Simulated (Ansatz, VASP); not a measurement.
## Pt in VASP and in Ansatz

The input POSCAR:

```
Pt
1.0
   -1.5842200000      1.5842200000      1.5604567000
    1.5842200000     -1.5842200000      1.5604567000
    1.5842200000      1.5842200000     -1.5604567000
Pt
1
Direct
    0.0000000000      0.0000000000      0.0000000000
```

The input INCAR.step1:

```
PREC = Accurate
ENCUT = 520
ISMEAR = 0
SIGMA = 0.15
LREAL = False
LASPH = True
NELM = 60
NBANDS = 11
GGA = PE
ALGO = Normal
EDIFF = 1E-4
LWAVE = True
LCHARG = False
```

The input INCAR.step2:

```
PREC = Accurate
ENCUT = 520
EDIFF = 1E-6
ISMEAR = 0
SIGMA = 0.15
LREAL = False
LASPH = True
NELM = 60
ALGO = Normal
ISIF = 2
LWAVE = False
LCHARG = False
METAGGA = R2SCAN
LMIXTAU = True
NBANDS = 11
ISTART = 1
```

The input KPOINTS:

```
Automatic mesh
0
Gamma
  22 22 22
```

Input for Ansatz:

```yaml
crystal:
  lattice:
    - [-1.58422, 1.58422, 1.5604567]
    - [1.58422, -1.58422, 1.5604567]
    - [1.58422, 1.58422, -1.5604567]
  atoms:
    - { symbol: Pt, position: [0.0, 0.0, 0.0] }
basis:
  ecutwfc: 500
kpoints:
  mp_grid: { grid: [22, 22, 22] }
hamiltonian:
  xc: r2scan
scf:
  occupations: { method: gaussian, width: 0.15 }
output:
  forces: true
  stress: true
  eigenvalues: true
```

Change from the starting cell: strain +0.000 along x and y, -0.015 along z, atoms carried along.

Alike in both runs: task single point; functional r2SCAN; k mesh 22 × 22 × 22; occupations gaussian, width 0.15 eV; no spin polarisation.

|  | VASP | Ansatz |
| --- | --- | --- |
| version | VASP 6.6.1 | Ansatz 0.2.0 |
| potentials or method | VASP PAW PBE potentials, release 64 (Pt), cutoff 520 eV | scalar-relativistic, plane waves, PAW |
| valence electrons in the cell | 10 | 18 |

VASP gave:

```
gap on the k mesh at the Fermi level (eV)                     : none
pressure (GPa)                                                : -2.4
traceless stress, the component that is largest in VASP (GPa) : -0.98
```

Task: Which values does Ansatz return?

Result: gap on the k mesh at the Fermi level (eV): none; pressure (GPa): -3.0; traceless stress, the component that is largest in VASP (GPa): -0.97.

VASP's potentials were made for PBE, not for r2SCAN. A gap of «none» marks a metal or a gap that the smearing closes. VASP's potentials hold 10 valence electrons a cell and Ansatz's 18, so a difference there can come from the potentials and not from the codes.

Spin-orbit coupling is off throughout.
